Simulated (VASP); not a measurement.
Here is a VASP 6.6.1 calculation.

INCAR

```
SYSTEM = Si2Mo
PREC = Accurate
ENCUT = 520
EDIFF = 1E-6
ISMEAR = 0
SIGMA = 0.05
LREAL = .False.
LASPH = .True.
NELM = 80
ALGO = Normal
ISIF = 2
LWAVE = .False.
LCHARG = .True.
GGA = PE
LELF = .True.
LVHAR = .True.
NBANDS = 18
```

The input KPOINTS:

```
Automatic mesh
0
Gamma
  8 8 8
  0 0 0
```

File POSCAR:

```
Si2Mo
1.0
   -1.6018812136      1.6018812136      3.9212716889
    1.6018812136     -1.6018812136      3.9212716889
    1.6018812136      1.6018812136     -3.9212716889
Si Mo
2 1
Direct
    0.3351230337      0.3351230337      0.0000000000
    0.6648769663      0.6648769663      0.0000000000
    0.0000000000      0.0000000000      0.0000000000
```

Potentials or basis: VASP PAW PBE potentials, release 64 (Si, Mo_sv).

Command:

```bash
$ cat potpaw_PBE.64/Si/POTCAR potpaw_PBE.64/Mo_sv/POTCAR > POTCAR
$ mpirun -np 1 vasp_std > vasp.out
```

(1) Predict the pressure.

(2) Estimate the band gap on the k mesh.

## Answers

(1) 2.7 GPa.

(2) zero (band 11 reaches 12.73 eV, above the bottom of band 12 at 11.77 eV).
